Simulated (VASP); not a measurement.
A run of VASP 6.6.1 is set up as follows.

Contents of INCAR:

```
SYSTEM = NiSb
PREC = Accurate
ENCUT = 520
EDIFF = 1E-6
ISMEAR = 0
SIGMA = 0.1
LREAL = .FALSE.
LASPH = .TRUE.
NELM = 80
ALGO = Normal
ISIF = 2
LWAVE = .FALSE.
LCHARG = .TRUE.
GGA = PS
LELF = .TRUE.
LVHAR = .TRUE.
NBANDS = 23
```

The input KPOINTS:

```
regular mesh
0
G
  18 18 10
  0 0 0
```

POSCAR

```
NiSb
1.0
    3.8767786098      0.0000000000      0.0000000000
   -1.9383893049      3.3573887609      0.0000000000
    0.0000000000      0.0000000000      5.1007171624
Ni Sb
2 2
Direct
    0.0000000000      0.0000000000      0.0000000000
    0.0000000000      0.0000000000      0.5000000000
    0.3333333333      0.6666666667      0.2500000000
    0.6666666667      0.3333333333      0.7500000000
```

Potentials or basis: VASP PAW PBE potentials, release 64 (Ni, Sb).

Run with:

```console
$ cat potpaw_PBE.64/Ni/POTCAR potpaw_PBE.64/Sb/POTCAR > POTCAR
$ mpirun -np 1 vasp_std > vasp.out
```

(1) What does it give for the pressure?

(2) Predict the band gap on the k mesh.

Results:

(1) 2.0 GPa.

(2) zero (bands 15 and 16 overlap by 3.54 eV).

Caveat: the cell differs from its parent crystal (biaxial strain in the a-b plane: -1.0 %); the PAW data sets were made with another functional, which shifts forces and pressure a little; spin-orbit coupling is left out, which moves the levels of the heavy elements.
